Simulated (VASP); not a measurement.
# Al3Cu (Pmmm) in VASP: single point with r2SCAN

Aim: the single point of Al3Cu with r2SCAN.

All numbers are computed with VASP 6.6.1; they aren't measurements. Logs are shortened: lines on timing, memory, paths and dates and some standing lists are left out, and cuts for length are marked.

## 1. The cell of the first run

The structure is orthorhombic, space group Pmmm (No. 47). The conventional cell has a = 2.732 Å, b = 2.815 Å, c = 7.592 Å, α = 90.00°, β = 90.00°, γ = 90.00°. Within 3.6 Å of Al (site symmetry mmm) lie 12 Al at 2.73 to 2.88 Å. Al (site symmetry mm2) has 4 Cu at 2.59 Å and 9 Al at 2.73 to 3.38 Å within 3.4 Å. Cu (site symmetry mmm) has 8 Al at 2.59 Å and 4 Cu at 2.73 to 2.82 Å within 3.4 Å.

## 2. Single point, r2SCAN (strain +0.0150 x Voigt [1, -1, 0, 0, 0, 0])

POSCAR reads:

```
Al3Cu
1.0
    2.8153875768      0.0000000000      0.0000000000
    0.0000000000      2.7321741508      0.0000000000
    0.0000000000      0.0000000000      7.5918631133
Al Cu
3 1
Direct
    0.0000000000      0.0000000000      0.5000000000
    0.5000000000      0.5000000000      0.2226430006
    0.5000000000      0.5000000000      0.7773569994
    0.0000000000      0.0000000000      0.0000000000
```

INCAR.step1 reads:

```
SYSTEM = Al3Cu
  PREC = Accurate
  ENCUT = 520
  ISMEAR = 0
  SIGMA = 0.15
  LREAL = .False.
  LASPH = .True.
  NELM = 80
  NBANDS = 18
  GGA = PE
  ALGO = Normal
  EDIFF = 1E-4
  LWAVE = .True.
  LCHARG = .False.
```

INCAR.step2 reads:

```
SYSTEM = Al3Cu
  PREC = Accurate
  ENCUT = 520
  EDIFF = 1E-6
  ISMEAR = 0
  SIGMA = 0.15
  LREAL = .False.
  LASPH = .True.
  NELM = 80
  ALGO = Normal
  ISIF = 2
  LWAVE = .False.
  LCHARG = .False.
  METAGGA = R2SCAN
  LMIXTAU = .True.
  NBANDS = 18
  ISTART = 1
```

KPOINTS reads:

```
Automatic mesh
0
Gamma
  18 18 6
  0 0 0
```

Potentials or basis: VASP PAW PBE potentials, release 64 (Al, Cu).

Command:

```console
$ cat potpaw_PBE.64/Al/POTCAR potpaw_PBE.64/Cu/POTCAR > POTCAR
$ cp INCAR.step1 INCAR
$ mpirun -np 1 vasp_std > vasp.out
$ cp INCAR.step2 INCAR
$ mpirun -np 1 vasp_std > vasp.out
```

OUTCAR:

```text
SYSTEM = Al3Cu
   PREC = Accurate
   ENCUT = 520
   EDIFF = 1E-6
   ISMEAR = 0
   LREAL = .False.
   LASPH = .True.
   NELM = 80
   ISIF = 2
   METAGGA = R2SCAN
   ISTART = 1

 ion  position               nearest neighbor table
   1  0.000  0.000  0.500-   2 2.88   3 2.88   2 2.88   3 2.88   2 2.88   3 2.88   2 2.88   3 2.88

   2  0.500  0.500  0.223-   4 2.59   4 2.59   4 2.59   4 2.59   1 2.88   1 2.88   1 2.88   1 2.88

   3  0.500  0.500  0.777-   4 2.59   4 2.59   4 2.59   4 2.59   1 2.88   1 2.88   1 2.88   1 2.88

   4  0.000  0.000  0.000-   2 2.59   3 2.59   2 2.59   3 2.59   2 2.59   3 2.59   2 2.59   3 2.59

  LATTYP: Found a simple orthorhombic cell.
 ALAT       =     2.7321741508
 B/A-ratio  =     1.0304568528
 C/A-ratio  =     2.7786893127

  Lattice vectors:

 A1 = (   0.0000000000,  -2.7321741508,   0.0000000000)
 A2 = (   2.8153875768,   0.0000000000,   0.0000000000)
 A3 = (   0.0000000000,   0.0000000000,   7.5918631133)

Analysis of symmetry for initial positions (statically):
=====================================================================
 Subroutine PRICEL returns:
 Original cell was already a primitive cell.

 Routine SETGRP: Setting up the symmetry group for a
 simple orthorhombic supercell.

 Subroutine GETGRP returns: Found  8 space group operations
 (whereof  8 operations were pure point group operations)
 out of a pool of  8 trial point group operations.

The static configuration has the point symmetry D_2h.

Analysis of symmetry for dynamics (positions and initial velocities):
=====================================================================
 Subroutine PRICEL returns:
 Original cell was already a primitive cell.

 Routine SETGRP: Setting up the symmetry group for a
 simple orthorhombic supercell.

 Subroutine GETGRP returns: Found  8 space group operations
 (whereof  8 operations were pure point group operations)
 out of a pool of  8 trial point group operations.

The dynamic configuration has the point symmetry D_2h.

 Subroutine INISYM returns: Found  8 space group operations
 (whereof  8 operations are pure point group operations),
 and found     1 'primitive' translations

----------------------------------------------------------------------------------------

                                     Primitive cell

  volume of cell :      58.3976

  direct lattice vectors                    reciprocal lattice vectors
     2.815387577  0.000000000  0.000000000     0.355190883  0.000000000  0.000000000
     0.000000000  2.732174151  0.000000000     0.000000000  0.366008880  0.000000000
     0.000000000  0.000000000  7.591863113     0.000000000  0.000000000  0.131719972

  length of vectors
     2.815387577  2.732174151  7.591863113     0.355190883  0.366008880  0.131719972

  position of ions in fractional coordinates (direct lattice)
     0.000000000  0.000000000  0.500000000
     0.500000000  0.500000000  0.222643001
     0.500000000  0.500000000  0.777356999
     0.000000000  0.000000000  0.000000000

  ion indices of the primitive-cell ions
   primitive index   ion index
                 1           1
                 2           2
                 3           3
                 4           4

----------------------------------------------------------------------------------------

 KPOINTS: Automatic mesh

Automatic generation of k-mesh.
 Grid dimensions read from file:
 generate k-points for:   18   18    6

 Generating k-lattice:

  Cartesian coordinates                     Fractional coordinates (reciprocal lattice)
     0.019732827  0.000000000  0.000000000     0.055555556  0.000000000  0.000000000
     0.000000000  0.020333827  0.000000000     0.000000000  0.055555556  0.000000000
     0.000000000  0.000000000  0.021953329     0.000000000  0.000000000  0.166666667

  Length of vectors
     0.019732827  0.020333827  0.021953329

  Shift w.r.t. Gamma in fractional coordinates (k-lattice)
     0.000000000  0.000000000  0.000000000

 Subroutine IBZKPT returns following result:
 ===========================================

 Found    400 irreducible k-points:

 Following reciprocal coordinates:
            Coordinates               Weight
  0.000000  0.000000  0.000000      1.000000
  0.055556  0.000000  0.000000      2.000000
  0.111111  0.000000  0.000000      2.000000
  0.166667  0.000000  0.000000      2.000000
  0.222222  0.000000  0.000000      2.000000
  0.277778  0.000000  0.000000      2.000000
[... 16 lines left out ...]
  0.111111  0.111111  0.000000      4.000000
  0.166667  0.111111  0.000000      4.000000
 [... further k-points ...]
   k-points           NKPTS =    400   k-points in BZ     NKDIM =    400   number of bands    NBANDS=     18
   number of dos      NEDOS =    301   number of ions     NIONS =      4
   total plane-waves  NPLWV =  26880
   dimension x,y,z NGX =    24 NGY =   20 NGZ =   56
   dimension x,y,z NGXF=    48 NGYF=   40 NGZF=  112
   ions per type =               3   1
   NGX,Y,Z   is equivalent  to a cutoff of  14.17, 12.17, 12.26 a.u.
   NGXF,Y,Z  is equivalent  to a cutoff of  28.34, 24.34, 24.53 a.u.
 SYSTEM =  Al3Cu
   PREC   = accura    normal or accurate (medium, high low for compatibility)
   ISTART =      1    job   : 0-new  1-cont  2-samecut
   ICHARG =      0    charge: 1-file 2-atom 10-const
   ISPIN  =      1    spin polarized calculation?
   LNONCOLLINEAR =      F non collinear calculations
   LSORBIT =      F    spin-orbit coupling
   LASPH  =      T    aspherical Exc in radial PAW
   ENCUT  =  520.0 eV  38.22 Ry    6.18 a.u.   5.23  5.08 14.12*2*pi/ulx,y,z
   NELM   =     80;   NELMIN=  2; NELMDL=  0     # of ELM steps
   EDIFF  = 0.1E-05   stopping-criterion for ELM
   LREAL  =      F    real-space projection
[... 7 lines left out ...]
   TEBEG  =    0.0;   TEEND  =   0.0 temperature during run
   PSTRESS=    0.0 pullay stress
   NELECT =      20.0000    total number of electrons
   NUPDOWN=      -1.0000    fix difference up-down
   EMIN   =  10.00;   EMAX   =-10.00  energy-range for DOS
   EFERMI =   0.00;   METHOD = LEGACY
   ISMEAR =     0;   SIGMA  =   0.15  broadening in eV -4-tet -1-fermi 0-gaus
   EFERMI_NEDOS =   21; number of points for ismear=-14 and -15
   IALGO  =     38    algorithm
   IMIX   =      4    mixing-type and parameters
     AMIX     =   0.40;   BMIX     =  1.00
     AMIX_MAG =   1.60;   BMIX_MAG =  1.00
  volume/ion in A,a.u.               =      14.60        98.52
  Fermi-wavevector in a.u.,A,eV,Ry     =   1.145389  2.164472 17.849715  1.311917
  Thomas-Fermi vector in A             =   2.282078
   LORBIT       =      0    0 simple, 1 ext, 2 COOP (PROOUT), +10 PAW based schemes
   METAGGA = R2SCAN    functional components
   LHFCALC =     F    Hartree Fock is set to
   AEXX    =    0.0000 exact exchange contribution
   IVDW    =     0    specifies the selected vdW correction
   LEPSILON=     F    determine dielectric tensor
   LRPA    =     F    only Hartree local field effects (RPA)
 non-spin polarized calculation
 Gauss-broadening in eV      SIGMA  =   0.15
  energy-cutoff  :      520.00
  volume of cell :       58.40
 maximum number of plane-waves:      1592
 NGX is ok and might be reduce to    24
   NGX = 11   NGY = 11   NGZ = 29

 number of electron      19.9999990 magnetization

 Free energy of the ion-electron system (eV)
  ---------------------------------------------------
  ext. energy  EPLUGINS =         0.00000000
  ---------------------------------------------------
  free energy    TOTEN  =       -31.41445274 eV

  energy without entropy =      -31.40017289  energy(sigma->0) =      -31.40731281

 E-fermi :   8.5125     XC(G=0): -11.6949

 val. band max:        8.5058760792   @ k =   0.3333   0.3889   0.1667
 cond. band min:       8.5166574628   @ k =   0.2778   0.1111   0.5000
 fundamental gap:      0.0107813837
 Fermi energy:         8.5125171030

 k-point     1 :       0.0000    0.0000    0.0000
  band No.  band energies     occupation
      1      -3.4071      2.00000
      2      -0.8693      2.00000
      3      -0.5103      2.00000
      4       3.7917      2.00000
      5       3.8667      2.00000
      6       4.6839      2.00000
[... 10 lines left out ...]
     17      18.7719      0.00000
     18      18.9337      0.00000

 k-point     2 :       0.0556    0.0000    0.0000
  band No.  band energies     occupation
      1      -3.3454      2.00000
      2      -0.8133      2.00000
      3      -0.4487      2.00000
      4       3.8001      2.00000
      5       3.8845      2.00000
      6       4.6419      2.00000
[... 10 lines left out ...]
     17      18.8209      0.00000
     18      19.0002      0.00000

 k-point     3 :       0.1111    0.0000    0.0000
  band No.  band energies     occupation
      1      -3.1607      2.00000
      2      -0.6458      2.00000
      3      -0.2642      2.00000
      4       3.8234      2.00000
      5       3.9350      2.00000
      6       4.5349      2.00000
[... 10 lines left out ...]
     17      19.0286      0.00000
     18      19.1986      0.00000

 k-point     4 :       0.1667    0.0000    0.0000
  band No.  band energies     occupation
      1      -2.8539      2.00000
      2      -0.3689      2.00000
      3       0.0413      2.00000
      4       3.8567      2.00000
      5       4.0081      2.00000
      6       4.3977      2.00000
[... 10 lines left out ...]
     17      19.2124      0.00000
     18      19.5269      0.00000

 k-point     5 :       0.2222    0.0000    0.0000
  band No.  band energies     occupation
      1      -2.4265      2.00000
      2       0.0130      2.00000
      3       0.4647      2.00000
      4       3.8904      2.00000
      5       4.0851      2.00000
      6       4.2557      2.00000
[... 10 lines left out ...]
     17      19.0907      0.00000
     18      19.5552      0.00000

 k-point     6 :       0.2778    0.0000    0.0000
  band No.  band energies     occupation
      1      -1.8809      2.00000
      2       0.4920      2.00000
      3       1.0004      2.00000
      4       3.8999      2.00000
      5       4.1219      2.00000
      6       4.1381      2.00000
[... 10 lines left out ...]
     17      19.4105      0.00000
     18      19.9960      0.00000

 k-point     7 :       0.3333    0.0000    0.0000
  band No.  band energies     occupation
      1      -1.2204      2.00000
      2       1.0525      2.00000
      3       1.6377      2.00000
      4       3.7870      2.00000
      5       4.0003      2.00000
      6       4.1445      2.00000
[... 10 lines left out ...]
     17      20.0106      0.00000
     18      20.5348      0.00000

 k-point     8 :       0.3889    0.0000    0.0000
  band No.  band energies     occupation
      1      -0.4504      2.00000
      2       1.6598      2.00000
      3       2.3511      2.00000
      4       3.2898      2.00000
      5       3.8858      2.00000
      6       4.1358      2.00000
[... 10 lines left out ...]
     17      20.6503      0.00000
     18      21.1711      0.00000
[... 229 lines left out ...]
     17      20.3347      0.00000
     18      20.5009      0.00000

 k-point    20 :       0.5000    0.0556    0.0000
  band No.  band energies     occupation
      1       1.3517      2.00000
      2       1.5219      2.00000
      3       2.5308      2.00000
      4       3.6376      2.00000
      5       3.7102      2.00000
      6       3.9847      2.00000
[... 10 lines left out ...]
     17      19.3956      0.00000
     18      21.1301      0.00000

 k-point    21 :       0.0000    0.1111    0.0000
  band No.  band energies     occupation
      1      -3.1456      2.00000
      2      -0.6315      2.00000
      3      -0.2490      2.00000
      4       3.8475      2.00000
      5       3.9341      2.00000
      6       4.6163      2.00000
[... 10 lines left out ...]
     17      18.0107      0.00000
     18      18.8201      0.00000

 k-point    22 :       0.0556    0.1111    0.0000
  band No.  band energies     occupation
      1      -3.0841      2.00000
      2      -0.5758      2.00000
      3      -0.1877      2.00000
      4       3.8587      2.00000
      5       3.9495      2.00000
      6       4.6176      2.00000
[... 10 lines left out ...]
     17      18.3427      0.00000
     18      19.7859      0.00000

 k-point    23 :       0.1111    0.1111    0.0000
  band No.  band energies     occupation
      1      -2.9001      2.00000
      2      -0.4097      2.00000
      3      -0.0045      2.00000
      4       3.8890      2.00000
      5       3.9940      2.00000
      6       4.5579      2.00000
[... 10 lines left out ...]
     17      19.9375      0.00000
     18      20.0852      0.00000

 k-point    24 :       0.1667    0.1111    0.0000
  band No.  band energies     occupation
      1      -2.5944      2.00000
      2      -0.1353      2.00000
      3       0.2987      2.00000
      4       3.9313      2.00000
      5       4.0598      2.00000
      6       4.4321      2.00000
[... 10 lines left out ...]
     17      19.7720      0.00000
     18      20.6343      0.00000

 [... further k-points ...]

------------------------ aborting loop because EDIFF is reached ----------------------------------------

  FORCE on cell =-STRESS in cart. coord.  units (eV):
  Direction    XX          YY          ZZ          XY          YZ          ZX
  --------------------------------------------------------------------------------------
  -------------------------------------------------------------------------------------
  Total       -0.9085778      0.8839062     -0.1108452      0.0000000      0.0000000      0.0000000
  in kB      -24.9274437     24.2505631     -3.0411118      0.0000000      0.0000000      0.0000000
  external PRESSURE =      -1.2393308 kB  Pullay stress =       0.0000000 kB

 VOLUME and BASIS-vectors are now :
 -----------------------------------------------------------------------------
  energy-cutoff  :      520.00
  volume of cell :       58.40
      direct lattice vectors                 reciprocal lattice vectors
     2.815387577  0.000000000  0.000000000     0.355190883  0.000000000  0.000000000
     0.000000000  2.732174151  0.000000000     0.000000000  0.366008880  0.000000000
     0.000000000  0.000000000  7.591863113     0.000000000  0.000000000  0.131719972

 POSITION                                       TOTAL-FORCE (eV/Angst)
 -----------------------------------------------------------------------------------
      0.00000      0.00000      3.79593        -0.000000     -0.000000      0.000000
      1.40769      1.36609      1.69028        -0.000000     -0.000000      0.047354
      1.40769      1.36609      5.90159         0.000000      0.000000     -0.047354
      0.00000      0.00000      0.00000        -0.000000     -0.000000      0.000000
 -----------------------------------------------------------------------------------
    total drift:                                0.000000      0.000000     -0.000000

  FREE ENERGIE OF THE ION-ELECTRON SYSTEM (eV)
  ---------------------------------------------------
  free  energy   TOTEN  =       -31.4144527378 eV

  energy  without entropy=      -31.4001728915  energy(sigma->0) =      -31.40731281
```

It took 12 min on 1 thread of Intel Xeon Platinum 8488C (Sapphire Rapids), shared host; peak memory 0.48 GiB.

What came out:

```yaml
Free_energy: -31.4145 eV
Pressure: -0.1 GPa
Largest_force: 0.047 eV/Å
Band_gap_on_the_k_mesh: zero (bands 10 and 11 overlap by 6.51 eV)
```

Forces in eV/Å, atoms in the order of the input:
```
Al   0.000  0.000  0.000
Al   0.000  0.000  0.047
Al   0.000  0.000 -0.047
Cu   0.000  0.000  0.000
```

Stress tensor (GPa, compression positive):
```
-2.49  0.00  0.00
 0.00  2.43  0.00
 0.00  0.00 -0.30
```

Caveat: the cell differs from its parent crystal (strain +0.0150 x Voigt [1, -1, 0, 0, 0, 0]); the PAW data sets were made with another functional, which shifts forces and pressure a little.
